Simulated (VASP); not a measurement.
Runs of VASP 6.6.1 on AlN. The structure is that of space group I4/mmm (No. 139), or close to it. The cells are those of the table. 

```tsv
cell	gap on the mesh (eV)	pressure (GPa)
a = 2.728, b = 2.728, c = 2.940 Å, angles 57.4, 57.4, 65.2°, 2 atoms	3.77	47.9
a = 2.739, b = 2.739, c = 2.898 Å, angles 58.1, 58.1, 63.9°, 2 atoms	(b)	39.3
a = 2.864, b = 2.864, c = 2.658 Å, angles 62.4, 62.4, 55.3°, 2 atoms	4.56	41.1
a = 2.843, b = 2.843, c = 2.687 Å, angles 61.8, 61.8, 56.4°, 2 atoms	4.59	36.6
a = 2.753, b = 2.753, c = 2.858 Å, angles 58.7, 58.7, 62.5°, 2 atoms	4.46	(a)
```

Alike in all rows: task single point; level PBE; potentials or basis VASP PAW PBE potentials, release 64 (Al, N); no spin polarisation; k mesh 8 × 8 × 8; cutoff (eV) 600; smearing gaussian 0.05 eV.

**Question.** Fill in the values left out.

**Answer.** (a) 33.9; (b) 4.11.

A k mesh can miss the band edges.
